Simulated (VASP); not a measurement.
Write the native input for VASP 6.6.1 that does the following.

| Quantity | Value |
| --- | --- |
| Task | single point |
| Functional | PBEsol |
| Potentials or basis | VASP PAW PBE potentials, release 64 (K_sv, Hg) |
| Cutoff | 520 eV |
| k mesh | 4 × 4 × 4 |
| Occupations | methfessel-paxton, width 0.15 eV |
| Spin | no spin polarisation |
| Dipole correction | no |
| Further INCAR settings | ALGO = Normal; EDIFF = 1e-06; NBANDS = 28 |

The structure of K3Hg lies in POSCAR:

```
K3Hg
1.0
    0.0000000000      4.5771886600      4.5771886600
    4.5771886600      0.0000000000      4.5771886600
    4.5771886600      4.5771886600      0.0000000000
K Hg
3 1
Direct
    0.2500000000      0.2500000000      0.2500000000
    0.7500000000      0.7500000000      0.7500000000
    0.5000000000      0.5000000000      0.5000000000
    0.0000000000      0.0000000000      0.0000000000
```

The input as run:

INCAR

```
ALGO = Normal ; EDIFF = 1E-6
ENCUT = 520 ; GGA = PS
ISIF = 2 ; ISMEAR = 1
LASPH = T ; LCHARG = F
LREAL = F ; LWAVE = F
NBANDS = 28 ; NELM = 100
PREC = Accurate ; SIGMA = 0.15
```

KPOINTS

```
k-points
0
Gamma
  4 4 4
```

Potentials or basis: VASP PAW PBE potentials, release 64 (K_sv, Hg).

Run with:

```sh
$ cat potpaw_PBE.64/K_sv/POTCAR potpaw_PBE.64/Hg/POTCAR > POTCAR
$ mpirun -np 1 vasp_std > vasp.out
```

Results of the run:

* Pressure: -0.2 GPa

Caveat: the PAW data sets were made with another functional, which shifts forces and pressure a little.

Run time: 50 s on 1 thread of Intel(R) Xeon(R) 6975P-C (Granite Rapids), on a shared host, peak memory 0.32 GiB.
